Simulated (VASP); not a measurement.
# MgSiSe3 (R-3c) in VASP: notebook

Runs on MgSiSe3. Level: PBE. Tasks: single point, relaxation of cell and atoms.

All numbers are computed with VASP 6.6.1; they aren't measurements. Logs are shortened: lines on timing, memory, paths and dates and some standing lists are left out, and cuts for length are marked.

## (1) The cell of the first run

It takes space group R-3c (No. 167, trigonal). Conventional cell: a = 6.766 Å, b = 6.766 Å, c = 16.238 Å, α = 90.00°, β = 90.00°, γ = 120.00°. Mg (site symmetry 32) has 9 Se at 2.59 to 3.43 Å within 3.5 Å. Si (site symmetry -3) has 6 Se at 2.50 Å within 3.3 Å. Se (site symmetry 2) has 2 Si at 2.50 Å and 3 Mg at 2.59 to 3.43 Å and 4 Se at 3.43 Å within 3.5 Å.

## (2) Single point, PBE

Input file INCAR:

```
SYSTEM = MgSiSe3
PREC     = Accurate       ! precision mode
ENCUT    = 520            ! plane-wave cutoff, eV
EDIFF    = 1E-6           ! SCF threshold, eV
ISMEAR   = 0              ! smearing method
SIGMA    = 0.1            ! smearing width, eV
LREAL    = .False.        ! projectors in reciprocal space
LASPH    = .True.         ! aspherical terms in the spheres
NELM     = 60             ! most SCF steps
ALGO     = Normal         ! electronic algorithm
ISIF     = 2              ! what is computed and relaxed
LWAVE    = .False.        ! write WAVECAR
LCHARG   = .True.         ! write CHGCAR
GGA      = PE             ! functional
LELF     = .True.         ! ELF
LVHAR    = .True.       
NBANDS   = 35             ! bands
```

Input file KPOINTS:

```
regular mesh
0
Gamma
  3 3 3
  0 0 0
```

Input file POSCAR:

```
MgSiSe3
1.0
    3.3829559995      1.9531505570      5.4128127143
   -3.3829559995      1.9531505570      5.4128127143
    0.0000000000     -3.9063011140      5.4128127142
Mg Si Se
2 2 6
Direct
    0.7500000000      0.7500000000      0.7500000000
    0.2500000000      0.2500000000      0.2500000000
    0.5000000000      0.5000000000      0.5000000000
    0.0000000000      0.0000000000      0.0000000000
    0.1329455775      0.3670544225      0.7500000000
    0.3670544225      0.7500000000      0.1329455775
    0.8670544225      0.6329455775      0.2500000000
    0.2500000000      0.8670544225      0.6329455775
    0.6329455775      0.2500000000      0.8670544225
    0.7500000000      0.1329455775      0.3670544225
```

Potentials or basis: VASP PAW PBE potentials, release 64 (Mg, Si, Se).

The run is started by

```sh
cat potpaw_PBE.64/Mg/POTCAR potpaw_PBE.64/Si/POTCAR potpaw_PBE.64/Se/POTCAR > POTCAR
mpirun -np 1 vasp_std > vasp.out
```

OUTCAR:

```text
SYSTEM = MgSiSe3
   PREC = Accurate
   ENCUT = 520
   EDIFF = 1E-6
   ISMEAR = 0
   LREAL = .False.
   LASPH = .True.
   NELM = 60
   ISIF = 2
   GGA = PE

 ion  position               nearest neighbor table
   1  0.750  0.750  0.750-   5 2.59   6 2.59  10 2.59
   2  0.250  0.250  0.250-   7 2.59   8 2.59   9 2.59
   3  0.500  0.500  0.500-   8 2.50  10 2.50   9 2.50   6 2.50   7 2.50   5 2.50
   4  0.000  0.000  0.000-   6 2.50   9 2.50   8 2.50  10 2.50   7 2.50   5 2.50
   5  0.133  0.367  0.750-   3 2.50   4 2.50   1 2.59
   6  0.367  0.750  0.133-   4 2.50   3 2.50   1 2.59
   7  0.867  0.633  0.250-   3 2.50   4 2.50   2 2.59
   8  0.250  0.867  0.633-   3 2.50   4 2.50   2 2.59
   9  0.633  0.250  0.867-   4 2.50   3 2.50   2 2.59
  10  0.750  0.133  0.367-   3 2.50   4 2.50   1 2.59

  LATTYP: Found a trigonal (rhomboedric) cell.
 ALAT       =     6.6751576665
 COS(alpha) =     0.4863117431

  Lattice vectors:

 A1 = (   3.3829559995,   1.9531505570,   5.4128127143)
 A2 = (  -3.3829559995,   1.9531505570,   5.4128127143)
 A3 = (   0.0000000000,  -3.9063011140,   5.4128127142)

Analysis of symmetry for initial positions (statically):
=====================================================================
 Subroutine PRICEL returns:
 Original cell was already a primitive cell.

 Routine SETGRP: Setting up the symmetry group for a
 trigonal (rhombohedral) supercell.

 Subroutine GETGRP returns: Found 12 space group operations
 (whereof  6 operations were pure point group operations)
 out of a pool of 12 trial point group operations.

The static configuration has the point symmetry S_6 .
 The point group associated with its full space group is D_3d.

Analysis of symmetry for dynamics (positions and initial velocities):
=====================================================================
 Subroutine PRICEL returns:
 Original cell was already a primitive cell.

 Routine SETGRP: Setting up the symmetry group for a
 trigonal (rhombohedral) supercell.

 Subroutine GETGRP returns: Found 12 space group operations
 (whereof  6 operations were pure point group operations)
 out of a pool of 12 trial point group operations.

The dynamic configuration has the point symmetry S_6 .
 The point group associated with its full space group is D_3d.

 Subroutine INISYM returns: Found 12 space group operations
[... 99 lines left out ...]
   NFREE  =      0    steps in history (QN), initial steepest desc. (CG)
   ISIF   =      2    stress and relaxation
   ISYM   =      2    0-nonsym 1-usesym 2-fastsym
   POTIM  = 0.5000    time-step for ionic-motion
   TEBEG  =    0.0;   TEEND  =   0.0 temperature during run
   PSTRESS=    0.0 pullay stress
   NELECT =      48.0000    total number of electrons
   NUPDOWN=      -1.0000    fix difference up-down
   EMIN   =  10.00;   EMAX   =-10.00  energy-range for DOS
   EFERMI =   0.00;   METHOD = LEGACY
   ISMEAR =     0;   SIGMA  =   0.10  broadening in eV -4-tet -1-fermi 0-gaus
   EFERMI_NEDOS =   21; number of points for ismear=-14 and -15
   IALGO  =     38    algorithm
   IMIX   =      4    mixing-type and parameters
     AMIX     =   0.40;   BMIX     =  1.00
     AMIX_MAG =   1.60;   BMIX_MAG =  1.00
  volume/ion in A,a.u.               =      21.46       144.81
  Fermi-wavevector in a.u.,A,eV,Ry     =   0.993771  1.877956 13.436862  0.987581
  Thomas-Fermi vector in A             =   2.125676
   LORBIT       =      0    0 simple, 1 ext, 2 COOP (PROOUT), +10 PAW based schemes
   GGA     = PE    functional components
   LHFCALC =     F    Hartree Fock is set to
   AEXX    =    0.0000 exact exchange contribution
   IVDW    =     0    specifies the selected vdW correction
   LEPSILON=     F    determine dielectric tensor
   LRPA    =     F    only Hartree local field effects (RPA)
 non-spin polarized calculation
 Gauss-broadening in eV      SIGMA  =   0.10
  energy-cutoff  :      520.00
  volume of cell :      214.59
 maximum number of plane-waves:      5817
 NGX is ok and might be reduce to    50
   NGX = 25   NGY = 25   NGZ = 25

 number of electron      48.0000001 magnetization

 Free energy of the ion-electron system (eV)
  ---------------------------------------------------
  ext. energy  EPLUGINS =         0.00000000
  ---------------------------------------------------
  free energy    TOTEN  =       -39.03350985 eV

  energy without entropy =      -39.03315834  energy(sigma->0) =      -39.03333410

 E-fermi :   4.3324     XC(G=0):  -9.5597

 val. band max:        4.1280587752   @ k =   0.3333  -0.0000   0.0000
 cond. band min:       4.4929783091   @ k =   0.0000   0.0000   0.0000
 fundamental gap:      0.3649195340
 Fermi energy:         4.3323793959

 k-point     1 :       0.0000    0.0000    0.0000
  band No.  band energies     occupation
      1     -10.3483      2.00000
      2      -8.4976      2.00000
      3      -8.4976      2.00000
      4      -8.1366      2.00000
      5      -7.9076      2.00000
      6      -7.9076      2.00000
[... 217 lines left out ...]
     34       9.3309      0.00000
     35       9.7738      0.00000

------------------------ aborting loop because EDIFF is reached ----------------------------------------

  FORCE on cell =-STRESS in cart. coord.  units (eV):
  Direction    XX          YY          ZZ          XY          YZ          ZX
  --------------------------------------------------------------------------------------
  -------------------------------------------------------------------------------------
  Total        0.0458553      0.0458553      0.0102571      0.0000000      0.0000000      0.0000000
  in kB        0.3423683      0.3423683      0.0765821      0.0000000      0.0000000      0.0000000
  external PRESSURE =       0.2537729 kB  Pullay stress =       0.0000000 kB

 VOLUME and BASIS-vectors are now :
 -----------------------------------------------------------------------------
  energy-cutoff  :      520.00
  volume of cell :      214.59
      direct lattice vectors                 reciprocal lattice vectors
     3.382956000  1.953150557  5.412812714     0.147799735  0.085332217  0.061582277
    -3.382956000  1.953150557  5.412812714    -0.147799735  0.085332217  0.061582277
     0.000000000 -3.906301114  5.412812714     0.000000000 -0.170664433  0.061582277

 POSITION                                       TOTAL-FORCE (eV/Angst)
 -----------------------------------------------------------------------------------
      0.00000      0.00000     12.17883         0.000000      0.000000     -0.000000
      0.00000      0.00000      4.05961         0.000000      0.000000     -0.000000
      0.00000      0.00000      8.11922         0.000000      0.000000     -0.000000
      0.00000      0.00000      0.00000         0.000000      0.000000     -0.000000
     -0.79198     -1.95315      6.76602        -0.012601      0.000000      0.000000
     -1.29549      1.66245      6.76602         0.006301      0.010913      0.000000
      0.79198      1.95315      9.47242         0.012601      0.000000      0.000000
     -2.08747     -0.29070      9.47242        -0.006301      0.010913      0.000000
      1.29549     -1.66245      9.47242        -0.006301     -0.010913     -0.000000
      2.08747      0.29070      6.76602         0.006301     -0.010913     -0.000000
 -----------------------------------------------------------------------------------
    total drift:                                0.000000     -0.000000      0.000000

  FREE ENERGIE OF THE ION-ELECTRON SYSTEM (eV)
  ---------------------------------------------------
  free  energy   TOTEN  =       -39.0335098527 eV

  energy  without entropy=      -39.0331583426  energy(sigma->0) =      -39.03333410
```

Run time: 46 s. Hardware: 1 thread of Oxide Virtual Turin-like, shared host; peak memory 0.32 GiB.

Results:

* Free energy: -39.0335 eV
* Pressure: 0.0 GPa
* Largest force: 0.013 eV/Å
* Band gap on the k mesh: 0.36 eV (least direct gap 0.51 eV)

Forces on the atoms (eV/Å):
```
Mg   0.000  0.000  0.000
Mg   0.000  0.000  0.000
Si   0.000  0.000  0.000
Si   0.000  0.000  0.000
Se  -0.013  0.000  0.000
Se   0.006  0.011  0.000
Se   0.013  0.000  0.000
Se  -0.006  0.011  0.000
Se  -0.006 -0.011  0.000
Se   0.006 -0.011  0.000
```

Caveat: semilocal functionals underestimate gaps, and a narrow one can read as zero.

(Continued in part 2 of 2.)
